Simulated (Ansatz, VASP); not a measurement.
## ScTa3F in VASP and in Ansatz

```
Sc Ta F
1.0
     3.34571    0.00000    0.00000
     0.00000    3.34571    0.00000
     0.00000    0.00000    7.56377
Sc Ta F
1 3 1
Direct
  0.00000 0.00000 0.50000
  0.50000 0.50000 0.19581
  0.50000 0.50000 0.80419
  0.00000 0.00000 0.00000
  0.50000 0.50000 0.50000
```

Alike in both runs: functional PBE; k mesh 12 × 12 × 6; occupations gaussian, width 0.1 eV; no spin polarisation.

Ansatz relaxed the structure, and its values are those at the end. VASP's run is a single point on that final structure, the one shown.

|  | VASP | Ansatz |
| --- | --- | --- |
| version | VASP 6.6.1 | Ansatz 0.2.0 |
| potentials or method | VASP PAW PBE potentials, release 64 (Sc_sv, Ta_pv, F), cutoff 520 eV | scalar-relativistic, plane waves, PAW |
| valence electrons in the cell | 51 | 57 |

```tsv
	VASP	Ansatz	Ansatz less VASP
gap on the k mesh at the Fermi level (eV)	none	none	-
pressure (GPa)	0.1	0.0	-0.12
rms of the force components (eV/Å)	0.007	0.000	-0.0074
```

A gap of «none» marks a metal or a gap that the smearing closes. With one functional, cell and mesh, what is left measures potentials, basis and numerics. VASP's potentials hold 51 valence electrons a cell and Ansatz's 57, so a difference there can come from the potentials and not from the codes.

Neither program's run includes spin-orbit coupling.
